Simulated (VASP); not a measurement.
A run of VASP 6.6.1 is set up as follows.

File INCAR:

```
PREC = Accurate
ENCUT = 520
EDIFF = 1E-6
ISMEAR = 0
SIGMA = 0.1
LREAL = F
LASPH = T
NELM = 60
ALGO = Normal
ISIF = 2
LWAVE = F
LCHARG = F
LDIPOL = T
IDIPOL = 3
DIPOL = 0.5 0.5 0.500
GGA = PE
NBANDS = 16
```

The input KPOINTS:

```
regular mesh
0
Gamma
  12 12 1
```

The input POSCAR:

```
Al
1.0
    2.8571513840      0.0000000000      0.0000000000
   -1.4285756920      2.4743656810      0.0000000000
    0.0000000000      0.0000000000     24.3314173450
Al
5
Direct
    0.6666666667      0.3333333333      0.3082434489
    0.3333333333      0.6666666667      0.4041217245
    0.0000000000      0.0000000000      0.5000000000
    0.6666666667      0.3333333333      0.5958782755
    0.3333333333      0.6666666667      0.6917565511
```

Potentials or basis: VASP PAW PBE potentials, release 64 (Al).

The run is started by

```console
$ cat potpaw_PBE.64/Al/POTCAR > POTCAR
$ mpirun -np 1 vasp_std > vasp.out
```

Question: Predict the largest force.

Answer: 0.105 eV/Å.

Forces in eV/Å, atoms in the order of the input:
```
Al   0.000  0.000 -0.105
Al   0.000  0.000  0.087
Al   0.000  0.000  0.000
Al   0.000  0.000 -0.087
Al   0.000  0.000  0.105
```
